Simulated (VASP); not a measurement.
# Li2Se (Fm-3m) in VASP: notebook

The runs below take Li2Se through single point, with r2SCAN.

Program: VASP 6.6.1. These are calculated values, not measurements. Logs are shortened: lines on timing, memory, paths and dates and some standing lists are left out, and cuts for length are marked.

## Step 1: The cell of the first run

It takes space group Fm-3m (No. 225, cubic). Conventional cell: a = 5.865 Å, b = 5.865 Å, c = 5.865 Å, α = 90.00°, β = 90.00°, γ = 90.00°. Within 3.4 Å of Se (site symmetry m-3m) lie 8 Li at 2.54 Å. Li (site symmetry -43m) has 4 Se at 2.54 Å and 6 Li at 2.93 Å within 3.4 Å.

## Step 2: Single point, r2SCAN (volume changed by -6%)

Input file POSCAR:

```
Li2Se
1.0
    0.0000000000      2.9324116461      2.9324116461
    2.9324116461      0.0000000000      2.9324116461
    2.9324116461      2.9324116461      0.0000000000
Se Li
1 2
Direct
    0.0000000000      0.0000000000      0.0000000000
    0.2500000000      0.2500000000      0.2500000000
    0.7500000000      0.7500000000      0.7500000000
```

Input file INCAR.step1:

```
PREC = Accurate
ENCUT = 830
ISMEAR = 0
SIGMA = 0.01
LREAL = False
LASPH = True
NELM = 120
NBANDS = 13
GGA = PE
ALGO = Normal
EDIFF = 1E-5
LWAVE = True
LCHARG = False
GGA_COMPAT = False
```

Input file INCAR.step2:

```
PREC = Accurate
ENCUT = 830
EDIFF = 1E-6
ISMEAR = 0
SIGMA = 0.01
LREAL = False
LASPH = True
NELM = 120
ALGO = Normal
ISIF = 2
LWAVE = False
LCHARG = False
METAGGA = R2SCAN
LMIXTAU = True
NBANDS = 13
ISTART = 1
GGA_COMPAT = False
```

Input file KPOINTS:

```
Automatic mesh
0
Gamma
  6 6 6
```

Potentials or basis: VASP PAW PBE potentials, release 64 (Se, Li_sv).

Command:

```
$ cat potpaw_PBE.64/Se/POTCAR potpaw_PBE.64/Li_sv/POTCAR > POTCAR
$ cp INCAR.step1 INCAR
$ mpirun -np 1 vasp_std > vasp.out
$ cp INCAR.step2 INCAR
$ mpirun -np 1 vasp_std > vasp.out
```

OUTCAR:

```text
PREC = Accurate
   ENCUT = 830
   EDIFF = 1E-6
   ISMEAR = 0
   LREAL = False
   LASPH = True
   NELM = 120
   ISIF = 2
   METAGGA = R2SCAN
   ISTART = 1

 ion  position               nearest neighbor table
   1  0.000  0.000  0.000-   3 2.54   3 2.54   3 2.54   2 2.54   3 2.54   2 2.54   2 2.54   2 2.54

   2  0.250  0.250  0.250-   1 2.54   1 2.54   1 2.54   1 2.54
   3  0.750  0.750  0.750-   1 2.54   1 2.54   1 2.54   1 2.54

  LATTYP: Found a face centered cubic cell.
 ALAT       =     5.8648232922

  Lattice vectors:

 A1 = (   0.0000000000,   2.9324116461,   2.9324116461)
 A2 = (   2.9324116461,   0.0000000000,   2.9324116461)
 A3 = (   2.9324116461,   2.9324116461,   0.0000000000)

Analysis of symmetry for initial positions (statically):
=====================================================================
 Subroutine PRICEL returns:
 Original cell was already a primitive cell.

 Routine SETGRP: Setting up the symmetry group for a
 face centered cubic supercell.

 Subroutine GETGRP returns: Found 48 space group operations
 (whereof 48 operations were pure point group operations)
 out of a pool of 48 trial point group operations.

The static configuration has the point symmetry O_h .

Analysis of symmetry for dynamics (positions and initial velocities):
=====================================================================
 Subroutine PRICEL returns:
 Original cell was already a primitive cell.

 Routine SETGRP: Setting up the symmetry group for a
 face centered cubic supercell.

 Subroutine GETGRP returns: Found 48 space group operations
 (whereof 48 operations were pure point group operations)
 out of a pool of 48 trial point group operations.

The dynamic configuration has the point symmetry O_h .

 Subroutine INISYM returns: Found 48 space group operations
 (whereof 48 operations are pure point group operations),
 and found     1 'primitive' translations

----------------------------------------------------------------------------------------

                                     Primitive cell

  volume of cell :      50.4318

  direct lattice vectors                    reciprocal lattice vectors
     0.000000000  2.932411646  2.932411646    -0.170508121  0.170508121  0.170508121
     2.932411646  0.000000000  2.932411646     0.170508121 -0.170508121  0.170508121
     2.932411646  2.932411646  0.000000000     0.170508121  0.170508121 -0.170508121

  length of vectors
     4.147056320  4.147056320  4.147056320     0.295328729  0.295328729  0.295328729

  position of ions in fractional coordinates (direct lattice)
     0.000000000  0.000000000  0.000000000
     0.250000000  0.250000000  0.250000000
     0.750000000  0.750000000  0.750000000

  ion indices of the primitive-cell ions
   primitive index   ion index
                 1           1
                 2           2
                 3           3

----------------------------------------------------------------------------------------

 KPOINTS: Automatic mesh

Automatic generation of k-mesh.
 Grid dimensions read from file:
 generate k-points for:    6    6    6

 Generating k-lattice:

  Cartesian coordinates                     Fractional coordinates (reciprocal lattice)
    -0.028418020  0.028418020  0.028418020     0.166666667  0.000000000  0.000000000
     0.028418020 -0.028418020  0.028418020     0.000000000  0.166666667  0.000000000
     0.028418020  0.028418020 -0.028418020     0.000000000  0.000000000  0.166666667

  Length of vectors
     0.049221455  0.049221455  0.049221455

  Shift w.r.t. Gamma in fractional coordinates (k-lattice)
     0.000000000  0.000000000  0.000000000

 Subroutine IBZKPT returns following result:
 ===========================================

 Found     16 irreducible k-points:

 Following reciprocal coordinates:
            Coordinates               Weight
  0.000000  0.000000  0.000000      1.000000
  0.166667  0.000000  0.000000      8.000000
  0.333333  0.000000  0.000000      8.000000
  0.500000  0.000000  0.000000      4.000000
  0.166667  0.166667  0.000000      6.000000
  0.333333  0.166667  0.000000     24.000000
[... 8 lines left out ...]
 -0.333333  0.333333  0.166667     24.000000
 -0.333333  0.500000  0.166667     12.000000
   k-points           NKPTS =     16   k-points in BZ     NKDIM =     16   number of bands    NBANDS=     13
   number of dos      NEDOS =    301   number of ions     NIONS =      3
   total plane-waves  NPLWV =  64000
   dimension x,y,z NGX =    40 NGY =   40 NGZ =   40
   dimension x,y,z NGXF=    80 NGYF=   80 NGZF=   80
   ions per type =               1   2
   NGX,Y,Z   is equivalent  to a cutoff of  16.04, 16.04, 16.04 a.u.
   NGXF,Y,Z  is equivalent  to a cutoff of  32.07, 32.07, 32.07 a.u.
 SYSTEM =  unknown system
   PREC   = accura    normal or accurate (medium, high low for compatibility)
   ISTART =      1    job   : 0-new  1-cont  2-samecut
   ICHARG =      0    charge: 1-file 2-atom 10-const
   ISPIN  =      1    spin polarized calculation?
   LNONCOLLINEAR =      F non collinear calculations
   LSORBIT =      F    spin-orbit coupling
   LASPH  =      T    aspherical Exc in radial PAW
   ENCUT  =  830.0 eV  61.00 Ry    7.81 a.u.   9.74  9.74  9.74*2*pi/ulx,y,z
   NELM   =    120;   NELMIN=  2; NELMDL=  0     # of ELM steps
   EDIFF  = 0.1E-05   stopping-criterion for ELM
   LREAL  =      F    real-space projection
   EDIFFG = 0.1E-04   stopping-criterion for IOM
   NSW    =      0    number of steps for IOM
   IBRION =     -1    ionic relax: 0-MD 1-quasi-New 2-CG
   NFREE  =      0    steps in history (QN), initial steepest desc. (CG)
   ISIF   =      2    stress and relaxation
   ISYM   =      2    0-nonsym 1-usesym 2-fastsym
   POTIM  = 0.5000    time-step for ionic-motion
   TEBEG  =    0.0;   TEEND  =   0.0 temperature during run
   PSTRESS=    0.0 pullay stress
   NELECT =      12.0000    total number of electrons
   NUPDOWN=      -1.0000    fix difference up-down
   EMIN   =  10.00;   EMAX   =-10.00  energy-range for DOS
   EFERMI =   0.00;   METHOD = LEGACY
   ISMEAR =     0;   SIGMA  =   0.01  broadening in eV -4-tet -1-fermi 0-gaus
   EFERMI_NEDOS =   21; number of points for ismear=-14 and -15
   IALGO  =     38    algorithm
   IMIX   =      4    mixing-type and parameters
     AMIX     =   0.40;   BMIX     =  1.00
     AMIX_MAG =   1.60;   BMIX_MAG =  1.00
  volume/ion in A,a.u.               =      16.81       113.44
  Fermi-wavevector in a.u.,A,eV,Ry     =   1.014457  1.917046 14.002069  1.029123
  Thomas-Fermi vector in A             =   2.147686
   LORBIT       =      0    0 simple, 1 ext, 2 COOP (PROOUT), +10 PAW based schemes
   METAGGA = R2SCAN    functional components
   LHFCALC =     F    Hartree Fock is set to
   AEXX    =    0.0000 exact exchange contribution
   IVDW    =     0    specifies the selected vdW correction
   LEPSILON=     F    determine dielectric tensor
   LRPA    =     F    only Hartree local field effects (RPA)
 non-spin polarized calculation
 Gauss-broadening in eV      SIGMA  =   0.01
  energy-cutoff  :      830.00
  volume of cell :       50.43
 maximum number of plane-waves:      2764
   NGX = 19   NGY = 19   NGZ = 19

 number of electron      11.9999998 magnetization

 Free energy of the ion-electron system (eV)
  ---------------------------------------------------
  ext. energy  EPLUGINS =         0.00000000
  ---------------------------------------------------
  free energy    TOTEN  =       -23.41786705 eV

  energy without entropy =      -23.41786705  energy(sigma->0) =      -23.41786705

 E-fermi :   1.2487     XC(G=0):  -8.9008

 val. band max:        1.1197436834   @ k =   0.0000   0.0000   0.0000
 cond. band min:       4.5249214552   @ k =   0.5000   0.5000   0.0000
 fundamental gap:      3.4051777718
 Fermi energy:         1.2487250028

 k-point     1 :       0.0000    0.0000    0.0000
  band No.  band energies     occupation
      1     -44.9408      2.00000
      2     -44.9101      2.00000
      3     -10.8505      2.00000
      4       1.1197      2.00000
      5       1.1197      2.00000
      6       1.1197      2.00000
      7       5.5910      0.00000
      8       7.4593      0.00000
      9       7.4593      0.00000
     10       7.4593      0.00000
     11      12.5140      0.00000
     12      12.5140      0.00000
     13      13.3151      0.00000

 k-point     2 :       0.1667    0.0000    0.0000
  band No.  band energies     occupation
      1     -44.9386      2.00000
      2     -44.9120      2.00000
      3     -10.7519      2.00000
      4       0.0523      2.00000
      5       0.9515      2.00000
      6       0.9515      2.00000
      7       6.2904      0.00000
      8       7.8577      0.00000
      9       7.8577      0.00000
     10       8.2341      0.00000
     11      11.1011      0.00000
     12      11.1011      0.00000
     13      13.5621      0.00000

 k-point     3 :       0.3333    0.0000    0.0000
  band No.  band energies     occupation
      1     -44.9327      2.00000
      2     -44.9173      2.00000
      3     -10.5363      2.00000
      4      -1.4214      2.00000
      5       0.6653      2.00000
      6       0.6653      2.00000
      7       7.0445      0.00000
      8       7.9567      0.00000
      9       7.9567      0.00000
     10       9.5883      0.00000
     11      11.7199      0.00000
     12      11.7200      0.00000
     13      14.4806      0.00000

 k-point     4 :       0.5000    0.0000    0.0000
  band No.  band energies     occupation
      1     -44.9248      2.00000
      2     -44.9248      2.00000
      3     -10.4172      2.00000
      4      -2.0196      2.00000
      5       0.5409      2.00000
      6       0.5409      2.00000
      7       7.3800      0.00000
      8       7.7448      0.00000
      9       7.7448      0.00000
     10      10.0498      0.00000
     11      14.1772      0.00000
     12      14.1772      0.00000
     13      14.7193      0.00000

 k-point     5 :       0.1667    0.1667    0.0000
  band No.  band energies     occupation
      1     -44.9381      2.00000
      2     -44.9125      2.00000
      3     -10.7197      2.00000
      4       0.2533      2.00000
      5       0.6156      2.00000
      6       0.6156      2.00000
      7       6.3864      0.00000
      8       7.6577      0.00000
      9       8.4427      0.00000
     10       8.4427      0.00000
     11      10.0066      0.00000
     12      12.9873      0.00000
     13      14.2585      0.00000
[... 129 lines left out ...]
 k-point    14 :       0.5000    0.3333    0.1667
  band No.  band energies     occupation
      1     -44.9299      2.00000
      2     -44.9197      2.00000
      3     -10.3933      2.00000
      4      -1.2787      2.00000
      5      -0.4345      2.00000
      6       0.0956      2.00000
      7       6.5953      0.00000
      8       8.4531      0.00000
      9       8.9881      0.00000
     10      10.8994      0.00000
     11      11.4605      0.00000
     12      13.8282      0.00000
     13      15.9169      0.00000

 k-point    15 :      -0.3333    0.3333    0.1667
  band No.  band energies     occupation
      1     -44.9247      2.00000
      2     -44.9247      2.00000
      3     -10.3135      2.00000
      4      -1.4720      2.00000
      5      -0.6178      2.00000
      6      -0.1978      2.00000
      7       6.9658      0.00000
      8       8.1330      0.00000
      9      10.4681      0.00000
     10      10.9988      0.00000
     11      11.1561      0.00000
     12      13.4576      0.00000
     13      15.0509      0.00000

 k-point    16 :      -0.3333    0.5000    0.1667
  band No.  band energies     occupation
      1     -44.9272      2.00000
      2     -44.9220      2.00000
      3     -10.2797      2.00000
      4      -1.1178      2.00000
      5      -0.7348      2.00000
      6      -0.7065      2.00000
      7       5.9118      0.00000
      8       9.2144      0.00000
      9       9.7277      0.00000
     10      11.6133      0.00000
     11      13.3550      0.00000
     12      14.3492      0.00000
     13      14.3791      0.00000

------------------------ aborting loop because EDIFF is reached ----------------------------------------

  FORCE on cell =-STRESS in cart. coord.  units (eV):
  Direction    XX          YY          ZZ          XY          YZ          ZX
  --------------------------------------------------------------------------------------
  -------------------------------------------------------------------------------------
  Total        0.7136460      0.7136460      0.7136460      0.0000000      0.0000000      0.0000000
  in kB       22.6719378     22.6719378     22.6719378      0.0000000      0.0000000      0.0000000
  external PRESSURE =      22.6719378 kB  Pullay stress =       0.0000000 kB

 VOLUME and BASIS-vectors are now :
 -----------------------------------------------------------------------------
  energy-cutoff  :      830.00
  volume of cell :       50.43
      direct lattice vectors                 reciprocal lattice vectors
     0.000000000  2.932411646  2.932411646    -0.170508121  0.170508121  0.170508121
     2.932411646  0.000000000  2.932411646     0.170508121 -0.170508121  0.170508121
     2.932411646  2.932411646  0.000000000     0.170508121  0.170508121 -0.170508121

 POSITION                                       TOTAL-FORCE (eV/Angst)
 -----------------------------------------------------------------------------------
      0.00000      0.00000      0.00000        -0.000000     -0.000000     -0.000000
      1.46621      1.46621      1.46621         0.000000     -0.000000      0.000000
      4.39862      4.39862      4.39862         0.000000      0.000000     -0.000000
 -----------------------------------------------------------------------------------
    total drift:                                0.000000     -0.000000      0.000000

  FREE ENERGIE OF THE ION-ELECTRON SYSTEM (eV)
  ---------------------------------------------------
  free  energy   TOTEN  =       -23.4178670530 eV

  energy  without entropy=      -23.4178670530  energy(sigma->0) =      -23.41786705
```

It took 63 s on 1 thread of Intel Xeon Platinum 8559C (Emerald Rapids), shared host; peak memory 0.26 GiB.

Results:

* Free energy: -23.4179 eV
* Pressure: 2.3 GPa
* Band gap on the k mesh: 3.41 eV, indirect (least direct gap 4.47 eV)

Levels at points of the mesh, in eV from the valence-band top:
| k point | band 3 | band 4 | band 5 | band 6 | band 7 | band 8 | band 9 | band 10 |
| --- | --- | --- | --- | --- | --- | --- | --- | --- |
| (0.00, 0.00, 0.00) | -11.97 | 0.00 | 0.00 | 0.00 | 4.47 | 6.34 | 6.34 | 6.34 |
| (0.50, 0.00, 0.00) | -11.54 | -3.14 | -0.58 | -0.58 | 6.26 | 6.63 | 6.63 | 8.93 |
| (0.50, 0.50, 0.00) | -11.41 | -2.42 | -1.59 | -1.59 | 3.41 | 7.17 | 11.82 | 11.82 |

Caveat: the cell differs from its parent crystal (volume changed by -6%); the PAW data sets were made with another functional, which shifts forces and pressure a little. A k mesh can miss the band edges.

## Step 3: Single point, r2SCAN (volume changed by -3%)

Input file POSCAR:

```
Li2Se
1.0
    0.0000000000      2.9632814057      2.9632814057
    2.9632814057      0.0000000000      2.9632814057
    2.9632814057      2.9632814057      0.0000000000
Se Li
1 2
Direct
    0.0000000000      0.0000000000      0.0000000000
    0.2500000000      0.2500000000      0.2500000000
    0.7500000000      0.7500000000      0.7500000000
```

Input file INCAR.step1:

```
SYSTEM = Li2Se
  PREC = Accurate
  ENCUT = 830
  ISMEAR = 0
  SIGMA = 0.01
  LREAL = .False.
  LASPH = .True.
  NELM = 120
  NBANDS = 13
  GGA = PE
  ALGO = Normal
  EDIFF = 1E-5
  LWAVE = .True.
  LCHARG = .False.
  GGA_COMPAT = .False.
```

Input file INCAR.step2:

```
SYSTEM = Li2Se
  PREC = Accurate
  ENCUT = 830
  EDIFF = 1E-6
  ISMEAR = 0
  SIGMA = 0.01
  LREAL = .False.
  LASPH = .True.
  NELM = 120
  ALGO = Normal
  ISIF = 2
  LWAVE = .False.
  LCHARG = .False.
  METAGGA = R2SCAN
  LMIXTAU = .True.
  NBANDS = 13
  ISTART = 1
  GGA_COMPAT = .False.
```

Input file KPOINTS:

```
regular mesh
0
Gamma
  6 6 6
  0 0 0
```

Potentials or basis: VASP PAW PBE potentials, release 64 (Se, Li_sv).

Command:

```
$ cat potpaw_PBE.64/Se/POTCAR potpaw_PBE.64/Li_sv/POTCAR > POTCAR
$ cp INCAR.step1 INCAR
$ mpirun -np 1 vasp_std > vasp.out
$ cp INCAR.step2 INCAR
$ mpirun -np 1 vasp_std > vasp.out
```

Run time: 74 s. Hardware: 1 thread of Intel Xeon Platinum 8559C (Emerald Rapids), shared host; peak memory 0.26 GiB.

Results (log left out):

```yaml
Free_energy: -23.4346 eV
Pressure: 1.0 GPa
Band_gap_on_the_k_mesh: 3.43 eV, indirect (least direct gap 4.32 eV)
```

Levels at points of the mesh, in eV from the valence-band top:
```csv
k point,band 2,band 3,band 4,band 5,band 6,band 7,band 8,band 9,band 10,band 11
"(0.00, 0.00, 0.00)",-46.07,-11.88,0.00,0.00,0.00,4.32,6.33,6.33,6.33,11.30
"(0.50, 0.00, 0.00)",-46.08,-11.47,-3.03,-0.55,-0.55,6.12,6.61,6.61,8.78,12.86
"(0.50, 0.50, 0.00)",-46.08,-11.35,-2.34,-1.52,-1.52,3.43,7.08,11.59,11.59,12.91
```

Caveat: the cell differs from its parent crystal (volume changed by -3%); the PAW data sets were made with another functional, which shifts forces and pressure a little.

## Step 4: Single point, r2SCAN

This run uses another cell than the first one, of 17.88 Å³/atom, 1.064 times its volume.

Input file POSCAR:

```
Li2Se
1.0
    0.0000000000      2.9935210596      2.9935210596
    2.9935210596      0.0000000000      2.9935210596
    2.9935210596      2.9935210596      0.0000000000
Se Li
1 2
Direct
    0.0000000000      0.0000000000      0.0000000000
    0.2500000000      0.2500000000      0.2500000000
    0.7500000000      0.7500000000      0.7500000000
```

INCAR.step1 is that of step 3.

INCAR.step2, as its differences from that of step 3:

```diff
@@ -12,5 +12,7 @@
   LWAVE = .False.
-  LCHARG = .False.
+  LCHARG = .True.
   METAGGA = R2SCAN
   LMIXTAU = .True.
+  LELF = .True.
+  LVHAR = .True.
   NBANDS = 13
```

Input file KPOINTS:

```
Automatic mesh
0
Gamma
  6 6 6
  0 0 0
```

Command:

```
$ cat potpaw_PBE.64/Se/POTCAR potpaw_PBE.64/Li_sv/POTCAR > POTCAR
$ cp INCAR.step1 INCAR
$ mpirun -np 1 vasp_std > vasp.out
$ cp INCAR.step2 INCAR
$ mpirun -np 1 vasp_std > vasp.out
```

Run time: 76 s. Hardware: 1 thread of Intel Xeon Platinum 8559C (Emerald Rapids), shared host; peak memory 0.26 GiB.

Results (log left out):

```yaml
Free_energy: -23.4390 eV
Pressure: -0.2 GPa
Band_gap_on_the_k_mesh: 3.46 eV, indirect (least direct gap 4.18 eV)
```

Levels at points of the mesh, in eV from the valence-band top:
```
           k point  band 2  band 3  band 4  band 5  band 6  band 7  band 8  band 9  band 10  band 11
(0.00, 0.00, 0.00)  -46.12  -11.79    0.00    0.00    0.00    4.18    6.31    6.31     6.31    11.21
(0.50, 0.00, 0.00)  -46.13  -11.41   -2.92   -0.53   -0.53    5.98    6.60    6.60     8.64    12.66
(0.50, 0.50, 0.00)  -46.13  -11.29   -2.27   -1.45   -1.45    3.46    7.00   11.37    11.37    12.66
```

Caveat: the PAW data sets were made with another functional, which shifts forces and pressure a little.

(Part 1 of 2 ends here.)
